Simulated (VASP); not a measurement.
# C (Fmmm) in VASP: notebook

Runs on C. Level: LDA. Tasks: relaxation of shape and atoms at fixed volume.

All numbers are computed with VASP 6.6.1; they aren't measurements. Logs are shortened: lines on timing, memory, paths and dates and some standing lists are left out, and cuts for length are marked.

### Step 1. The cell of the first run

The structure is orthorhombic, space group Fmmm (No. 69). Conventional cell: a = 2.470 Å, b = 4.275 Å, c = 6.786 Å, α = 90.00°, β = 90.00°, γ = 90.00°. C (site symmetry m2m) has 3 C at 1.43 Å within 1.9 Å.

### Step 2. Relaxation of shape and atoms at fixed volume, LDA (8.96 Å³/atom)

Contents of INCAR:

```
  ALGO = Normal
  EDIFF = 1E-6
  EDIFFG = -0.01
  ENCUT = 600
  IBRION = 2
  ISIF = 4
  ISMEAR = 0
  LASPH = True
  LCHARG = False
  LREAL = False
  LWAVE = False
  NELM = 60
  NSW = 50
  PREC = Accurate
  SIGMA = 0.02
```

Contents of KPOINTS:

```
k-points
0
Gamma
  18 18 18
```

Contents of POSCAR:

```
C
1.0
    0.0000000000      2.1376090479      3.3930162135
    1.2348922332      0.0000000000      3.3930162135
    1.2348922332      2.1376090479      0.0000000000
C
2
Direct
    0.1667065657      0.8332934343      0.1667065657
    0.8332934343      0.1667065657      0.8332934343
```

Potentials or basis: VASP PAW LDA potentials, release 64 (C).

On the command line:

```sh
cat potpaw_LDA.64/C/POTCAR > POTCAR
mpirun -np 1 vasp_std > vasp.out
```

OUTCAR:

```text
EDIFF = 1E-6
   EDIFFG = -0.01
   ENCUT = 600
   IBRION = 2
   ISIF = 4
   ISMEAR = 0
   LASPH = True
   LREAL = False
   NELM = 60
   NSW = 50
   PREC = Accurate

 ion  position               nearest neighbor table
   1  0.167  0.833  0.167-   2 1.43   2 1.43   2 1.43
   2  0.833  0.167  0.833-   1 1.43   1 1.43   1 1.43

  LATTYP: Found a face centered orthorhombic cell.
 ALAT       =     2.4697844664
 B/A-ratio  =     1.7310085775
 C/A-ratio  =     2.7476213084

  Lattice vectors:

 A1 = (   0.0000000000,   2.1376090479,   3.3930162135)
 A2 = (   1.2348922332,   0.0000000000,   3.3930162135)
 A3 = (   1.2348922332,   2.1376090479,   0.0000000000)

Analysis of symmetry for initial positions (statically):
=====================================================================
 Subroutine PRICEL returns:
 Original cell was already a primitive cell.

 Routine SETGRP: Setting up the symmetry group for a
 face centered orthorhombic supercell.

 Subroutine GETGRP returns: Found  8 space group operations
 (whereof  8 operations were pure point group operations)
 out of a pool of  8 trial point group operations.

The static configuration has the point symmetry D_2h.

Analysis of symmetry for dynamics (positions and initial velocities):
=====================================================================
 Subroutine PRICEL returns:
 Original cell was already a primitive cell.

 Routine SETGRP: Setting up the symmetry group for a
 face centered orthorhombic supercell.

 Subroutine GETGRP returns: Found  8 space group operations
 (whereof  8 operations were pure point group operations)
 out of a pool of  8 trial point group operations.

The dynamic configuration has the point symmetry D_2h.

 Subroutine INISYM returns: Found  8 space group operations
 (whereof  8 operations are pure point group operations),
 and found     1 'primitive' translations

----------------------------------------------------------------------------------------

                                     Primitive cell

  volume of cell :      17.9132

  direct lattice vectors                    reciprocal lattice vectors
     0.000000000  2.137609048  3.393016214    -0.404893631  0.233906196  0.147361512
     1.234892233  0.000000000  3.393016214     0.404893631 -0.233906196  0.147361512
     1.234892233  2.137609048  0.000000000     0.404893631  0.233906196 -0.147361512

  length of vectors
[... 90 lines left out ...]
   POTIM  = 0.5000    time-step for ionic-motion
   TEBEG  =    0.0;   TEEND  =   0.0 temperature during run
   PSTRESS=    0.0 pullay stress
   NELECT =       8.0000    total number of electrons
   NUPDOWN=      -1.0000    fix difference up-down
   EMIN   =  10.00;   EMAX   =-10.00  energy-range for DOS
   EFERMI =   0.00;   METHOD = LEGACY
   ISMEAR =     0;   SIGMA  =   0.02  broadening in eV -4-tet -1-fermi 0-gaus
   EFERMI_NEDOS =   21; number of points for ismear=-14 and -15
   IALGO  =     38    algorithm
   IMIX   =      4    mixing-type and parameters
     AMIX     =   0.40;   BMIX     =  1.00
     AMIX_MAG =   1.60;   BMIX_MAG =  1.00
  volume/ion in A,a.u.               =       8.96        60.44
  Fermi-wavevector in a.u.,A,eV,Ry     =   1.251355  2.364717 21.305205  1.565888
  Thomas-Fermi vector in A             =   2.385306
   LORBIT       =      0    0 simple, 1 ext, 2 COOP (PROOUT), +10 PAW based schemes
   GGA     = CA    functional components
   LHFCALC =     F    Hartree Fock is set to
   AEXX    =    0.0000 exact exchange contribution
   IVDW    =     0    specifies the selected vdW correction
   LEPSILON=     F    determine dielectric tensor
   LRPA    =     F    only Hartree local field effects (RPA)
 conjugate gradient relaxation of ions
 non-spin polarized calculation
 Gauss-broadening in eV      SIGMA  =   0.02
  energy-cutoff  :      600.00
  volume of cell :       17.91
 maximum number of plane-waves:       617
   NGX = 15   NGY = 15   NGZ =  9

--------------------------------------- Ionic step        1  -------------------------------------------

 number of electron       8.0000000 magnetization

 Free energy of the ion-electron system (eV)
  ---------------------------------------------------
  ext. energy  EPLUGINS =         0.00000000
  ---------------------------------------------------
  free energy    TOTEN  =       -20.21632870 eV

  energy without entropy =      -20.21632829  energy(sigma->0) =      -20.21632850

------------------------ aborting loop because EDIFF is reached ----------------------------------------

  FORCE on cell =-STRESS in cart. coord.  units (eV):
  Direction    XX          YY          ZZ          XY          YZ          ZX
  --------------------------------------------------------------------------------------
  -------------------------------------------------------------------------------------
  Total       -1.2784365     -1.2742535     -0.0621734      0.0000000      0.0000000      0.0000000
  in kB     -114.3448116   -113.9706853     -5.5608613      0.0000000      0.0000000      0.0000000
  external PRESSURE =     -77.9587860 kB  Pullay stress =       0.0000000 kB
[... 167 lines left out ...]
--------------------------------------- Ionic step        6  -------------------------------------------

 number of electron       8.0000000 magnetization

 Free energy of the ion-electron system (eV)
  ---------------------------------------------------
  ext. energy  EPLUGINS =         0.00000000
  ---------------------------------------------------
  free energy    TOTEN  =       -20.22665877 eV

  energy without entropy =      -20.22665791  energy(sigma->0) =      -20.22665834

 E-fermi :   4.4243     XC(G=0): -10.6091

 val. band max:        4.3903542670   @ k =  -0.2778   0.0556   0.3333
 cond. band min:       4.4583025944   @ k =  -0.2222   0.1111   0.3333
 fundamental gap:      0.0679483274
 Fermi energy:         4.4243284089

 k-point     1 :       0.0000    0.0000    0.0000
  band No.  band energies     occupation
      1     -15.1463      2.00000
      2      -2.4092      2.00000
      3       1.4291      2.00000
      4       1.4364      2.00000
      5       7.9937      0.00000
      6      12.8454      0.00000
      7      12.9022      0.00000
      8      15.9854      0.00000
[... 243 lines left out ...]
 k-point    24 :      -0.2222    0.0556    0.0000
  band No.  band energies     occupation
      1     -13.2996      2.00000
      2      -3.6190      2.00000
      3      -0.8896      2.00000
      4      -0.4692      2.00000
      5      10.4579      0.00000
      6      10.8125      0.00000
      7      12.6629      0.00000
      8      18.9580      0.00000

 [... further k-points ...]
[... 5 lines left out ...]
  --------------------------------------------------------------------------------------
  -------------------------------------------------------------------------------------
  Total       -0.0947666     -0.0970327     -0.1124228      0.0000000      0.0000000      0.0000000
  in kB       -8.4760346     -8.6787154    -10.0552258      0.0000000      0.0000000      0.0000000
  external PRESSURE =      -9.0699919 kB  Pullay stress =       0.0000000 kB
[... 17 lines left out ...]
  FREE ENERGIE OF THE ION-ELECTRON SYSTEM (eV)
  ---------------------------------------------------
  free  energy   TOTEN  =       -20.2266587724 eV

  energy  without entropy=      -20.2266579084  energy(sigma->0) =      -20.22665834

 reached required accuracy - stopping structural energy minimisation
```

It took 4.3 min on 1 thread of Intel Xeon Platinum 8488C (Sapphire Rapids), shared host; peak memory 0.24 GiB.

Results:

```yaml
Free_energy: -20.2267 eV
Energy_gained_by_relaxing: 5.2 meV/atom
Ionic_steps: 6
Pressure_after_relaxing: -0.9 GPa
Largest_force_after_relaxing: 0.005 eV/Å
```

Forces on the atoms (eV/Å):
```
C    0.000 -0.005  0.000
C    0.000  0.005  0.000
```

Stress tensor (GPa, compression positive):
```
-0.85  0.00  0.00
 0.00 -0.87  0.00
 0.00  0.00 -1.01
```

The path:
```
step  energy change (eV)  largest force (eV/Å)  pressure (GPa)  volume (Å³)
   1              0.0000                0.0033           -7.80        17.91
   2             -0.0101                0.0124            0.02        17.91
   3             -0.0103                0.0103           -1.00        17.91
   4             -0.0103                0.0106           -0.87        17.91
   5             -0.0103                0.0503           -1.00        17.91
   6             -0.0103                0.0047           -0.91        17.91
```

Final structure:
```
CELL_PARAMETERS angstrom
0.00000 2.11948 3.45184
1.22423 0.00000 3.45184
1.22423 2.11948 0.00000
ATOMIC_POSITIONS crystal
C 0.16670 0.83330 0.16670
C 0.83330 0.16670 0.83330
```

### Step 3. Relaxation of shape and atoms at fixed volume, LDA (9.22 Å³/atom)

This run uses another cell than the first one, of 9.22 Å³/atom.

Contents of INCAR:

```
ALGO = Normal
EDIFF = 1E-6
EDIFFG = -0.01
ENCUT = 600
IBRION = 2
ISIF = 4
ISMEAR = 0
LASPH = True
LCHARG = False
LREAL = False
LWAVE = False
NELM = 60
NSW = 50
PREC = Accurate
SIGMA = 0.02
```

KPOINTS is that of step 2.

Contents of POSCAR:

```
C
1.0
    0.0000000000      2.1384445224      3.4896724061
    1.2351772000      0.0000000000      3.4896724061
    1.2351772000      2.1384445224      0.0000000000
C
2
Direct
    0.1666937214      0.8333062786      0.1666937214
    0.8333062786      0.1666937214      0.8333062786
```

Potentials or basis: VASP PAW LDA potentials, release 64 (C).

On the command line:

```sh
cat potpaw_LDA.64/C/POTCAR > POTCAR
mpirun -np 1 vasp_std > vasp.out
```

OUTCAR:

```text
EDIFF = 1E-6
   EDIFFG = -0.01
   ENCUT = 600
   IBRION = 2
   ISIF = 4
   ISMEAR = 0
   LASPH = True
   LREAL = False
   NELM = 60
   NSW = 50
   PREC = Accurate

 ion  position               nearest neighbor table
   1  0.167  0.833  0.167-   2 1.43   2 1.43   2 1.43
   2  0.833  0.167  0.833-   1 1.43   1 1.43   1 1.43

  LATTYP: Found a face centered orthorhombic cell.
 ALAT       =     2.4703544000
 B/A-ratio  =     1.7312856183
 C/A-ratio  =     2.8252403024

  Lattice vectors:

 A1 = (   0.0000000000,   2.1384445224,   3.4896724061)
 A2 = (   1.2351772000,   0.0000000000,   3.4896724061)
 A3 = (   1.2351772000,   2.1384445224,   0.0000000000)

Analysis of symmetry for initial positions (statically):
=====================================================================
 Subroutine PRICEL returns:
 Original cell was already a primitive cell.

 Routine SETGRP: Setting up the symmetry group for a
 face centered orthorhombic supercell.

 Subroutine GETGRP returns: Found  8 space group operations
 (whereof  8 operations were pure point group operations)
 out of a pool of  8 trial point group operations.

The static configuration has the point symmetry D_2h.

Analysis of symmetry for dynamics (positions and initial velocities):
=====================================================================
 Subroutine PRICEL returns:
 Original cell was already a primitive cell.

 Routine SETGRP: Setting up the symmetry group for a
 face centered orthorhombic supercell.

 Subroutine GETGRP returns: Found  8 space group operations
 (whereof  8 operations were pure point group operations)
 out of a pool of  8 trial point group operations.

The dynamic configuration has the point symmetry D_2h.

 Subroutine INISYM returns: Found  8 space group operations
 (whereof  8 operations are pure point group operations),
 and found     1 'primitive' translations

----------------------------------------------------------------------------------------

                                     Primitive cell

  volume of cell :      18.4349

  direct lattice vectors                    reciprocal lattice vectors
     0.000000000  2.138444522  3.489672406    -0.404800218  0.233814810  0.143279925
     1.235177200  0.000000000  3.489672406     0.404800218 -0.233814810  0.143279925
     1.235177200  2.138444522  0.000000000     0.404800218  0.233814810 -0.143279925

  length of vectors
     4.092769048  3.701820662  2.469535926     0.488939382  0.488939382  0.488939382

  position of ions in fractional coordinates (direct lattice)
     0.166693721  0.833306279  0.166693721
     0.833306279  0.166693721  0.833306279

  ion indices of the primitive-cell ions
   primitive index   ion index
                 1           1
                 2           2

----------------------------------------------------------------------------------------

 KPOINTS: k-points

Automatic generation of k-mesh.
 Grid dimensions read from file:
 generate k-points for:   18   18   18

[... 42 lines left out ...]
 -0.277778  0.055556  0.000000      8.000000
 -0.222222  0.055556  0.000000      8.000000
 [... further k-points ...]
   k-points           NKPTS =    865   k-points in BZ     NKDIM =    865   number of bands    NBANDS=      8
   number of dos      NEDOS =    301   number of ions     NIONS =      2
   total plane-waves  NPLWV =  21600
   dimension x,y,z NGX =    36 NGY =   30 NGZ =   20
   dimension x,y,z NGXF=    72 NGYF=   60 NGZF=   40
   ions per type =               2
   NGX,Y,Z   is equivalent  to a cutoff of  14.62, 13.47, 13.46 a.u.
   NGXF,Y,Z  is equivalent  to a cutoff of  29.25, 26.95, 26.93 a.u.
 SYSTEM =  unknown system
   PREC   = accura    normal or accurate (medium, high low for compatibility)
   ISTART =      0    job   : 0-new  1-cont  2-samecut
   ICHARG =      2    charge: 1-file 2-atom 10-const
   ISPIN  =      1    spin polarized calculation?
   LNONCOLLINEAR =      F non collinear calculations
   LSORBIT =      F    spin-orbit coupling
   LASPH  =      T    aspherical Exc in radial PAW
   ENCUT  =  600.0 eV  44.10 Ry    6.64 a.u.   8.17  7.39  4.93*2*pi/ulx,y,z
   NELM   =     60;   NELMIN=  2; NELMDL= -5     # of ELM steps
   EDIFF  = 0.1E-05   stopping-criterion for ELM
   LREAL  =      F    real-space projection
   EDIFFG = -.1E-01   stopping-criterion for IOM
   NSW    =     50    number of steps for IOM
   IBRION =      2    ionic relax: 0-MD 1-quasi-New 2-CG
   NFREE  =      1    steps in history (QN), initial steepest desc. (CG)
   ISIF   =      4    stress and relaxation
   ISYM   =      2    0-nonsym 1-usesym 2-fastsym
   POTIM  = 0.5000    time-step for ionic-motion
   TEBEG  =    0.0;   TEEND  =   0.0 temperature during run
   PSTRESS=    0.0 pullay stress
   NELECT =       8.0000    total number of electrons
   NUPDOWN=      -1.0000    fix difference up-down
   EMIN   =  10.00;   EMAX   =-10.00  energy-range for DOS
   EFERMI =   0.00;   METHOD = LEGACY
   ISMEAR =     0;   SIGMA  =   0.02  broadening in eV -4-tet -1-fermi 0-gaus
   EFERMI_NEDOS =   21; number of points for ismear=-14 and -15
   IALGO  =     38    algorithm
   IMIX   =      4    mixing-type and parameters
     AMIX     =   0.40;   BMIX     =  1.00
     AMIX_MAG =   1.60;   BMIX_MAG =  1.00
  volume/ion in A,a.u.               =       9.22        62.20
  Fermi-wavevector in a.u.,A,eV,Ry     =   1.239436  2.342195 20.901300  1.536202
  Thomas-Fermi vector in A             =   2.373920
   LORBIT       =      0    0 simple, 1 ext, 2 COOP (PROOUT), +10 PAW based schemes
   GGA     = CA    functional components
   LHFCALC =     F    Hartree Fock is set to
   AEXX    =    0.0000 exact exchange contribution
   IVDW    =     0    specifies the selected vdW correction
   LEPSILON=     F    determine dielectric tensor
   LRPA    =     F    only Hartree local field effects (RPA)
 conjugate gradient relaxation of ions
 non-spin polarized calculation
 Gauss-broadening in eV      SIGMA  =   0.02
  energy-cutoff  :      600.00
  volume of cell :       18.43
 maximum number of plane-waves:       642
 NGX is ok and might be reduce to    36
   NGX = 17   NGY = 15   NGZ =  9

--------------------------------------- Ionic step        1  -------------------------------------------

 number of electron       8.0000000 magnetization

 Free energy of the ion-electron system (eV)
  ---------------------------------------------------
  ext. energy  EPLUGINS =         0.00000000
  ---------------------------------------------------
  free energy    TOTEN  =       -20.21397873 eV

  energy without entropy =      -20.21397756  energy(sigma->0) =      -20.21397814

------------------------ aborting loop because EDIFF is reached ----------------------------------------

  FORCE on cell =-STRESS in cart. coord.  units (eV):
  Direction    XX          YY          ZZ          XY          YZ          ZX
  --------------------------------------------------------------------------------------
  -------------------------------------------------------------------------------------
  Total       -1.3120505     -1.3097741     -0.1296693     -0.0000000      0.0000000      0.0000000
  in kB     -114.0300251   -113.8321836    -11.2695323     -0.0000000      0.0000000      0.0000000
  external PRESSURE =     -79.7105804 kB  Pullay stress =       0.0000000 kB
[... 59 lines left out ...]
--------------------------------------- Ionic step        3  -------------------------------------------

 number of electron       8.0000000 magnetization

 Free energy of the ion-electron system (eV)
  ---------------------------------------------------
  ext. energy  EPLUGINS =         0.00000000
  ---------------------------------------------------
  free energy    TOTEN  =       -20.22391099 eV

  energy without entropy =      -20.22390901  energy(sigma->0) =      -20.22391000

 E-fermi :   4.1765     XC(G=0): -10.4249

 val. band max:        4.1478028819   @ k =  -0.2778   0.0556   0.3333
 cond. band min:       4.2051590242   @ k =  -0.2222   0.1111   0.3333
 fundamental gap:      0.0573561423
 Fermi energy:         4.1764809547

 k-point     1 :       0.0000    0.0000    0.0000
  band No.  band energies     occupation
      1     -15.3619      2.00000
      2      -2.7819      2.00000
      3       1.1720      2.00000
      4       1.1793      2.00000
      5       7.5523      0.00000
      6      12.5859      0.00000
      7      12.6256      0.00000
      8      15.7254      0.00000
[... 243 lines left out ...]
 k-point    24 :      -0.2222    0.0556    0.0000
  band No.  band energies     occupation
      1     -13.5222      2.00000
      2      -3.8784      2.00000
      3      -1.1429      2.00000
      4      -0.8131      2.00000
      5      10.0630      0.00000
      6      10.5518      0.00000
      7      12.3867      0.00000
      8      18.6840      0.00000

 [... further k-points ...]
[... 5 lines left out ...]
  --------------------------------------------------------------------------------------
  -------------------------------------------------------------------------------------
  Total       -0.1663228     -0.1604635     -0.1617544      0.0000000      0.0000000      0.0000000
  in kB      -14.4550785    -13.9458486    -14.0580364      0.0000000      0.0000000      0.0000000
  external PRESSURE =     -14.1529878 kB  Pullay stress =       0.0000000 kB
[... 17 lines left out ...]
  FREE ENERGIE OF THE ION-ELECTRON SYSTEM (eV)
  ---------------------------------------------------
  free  energy   TOTEN  =       -20.2239109931 eV

  energy  without entropy=      -20.2239090126  energy(sigma->0) =      -20.22391000

 reached required accuracy - stopping structural energy minimisation
```

Wall time 3.3 min (1 thread of Intel Xeon Platinum 8488C (Sapphire Rapids), shared host); peak memory 0.24 GiB.

Results:

| Item | Value |
| --- | --- |
| Free energy | -20.2239 eV |
| Energy gained by relaxing | 5.0 meV/atom |
| Ionic steps | 3 |
| Pressure after relaxing | -1.4 GPa |

Step by step:
| step | energy change (eV) | largest force (eV/Å) | pressure (GPa) | volume (Å³) |
| --- | --- | --- | --- | --- |
| 1 | 0.0000 | 0.0008 | -7.97 | 18.43 |
| 2 | -0.0098 | 0.0020 | -0.55 | 18.43 |
| 3 | -0.0099 | 0.0016 | -1.42 | 18.43 |

Final structure:
```cif
data_structure
_symmetry_space_group_name_H-M 'P 1'
_symmetry_Int_Tables_number 1
_cell_length_a 4.1340
_cell_length_b 3.7541
_cell_length_c 2.4490
_cell_angle_alpha 80.608
_cell_angle_beta 63.627
_cell_angle_gamma 35.764
_cell_volume 18.43
loop_
_atom_site_label
_atom_site_type_symbol
_atom_site_fract_x
_atom_site_fract_y
_atom_site_fract_z
_atom_site_occupancy
C1 C 0.16669 0.83331 0.16669 1
C2 C 0.83331 0.16669 0.83331 1
```
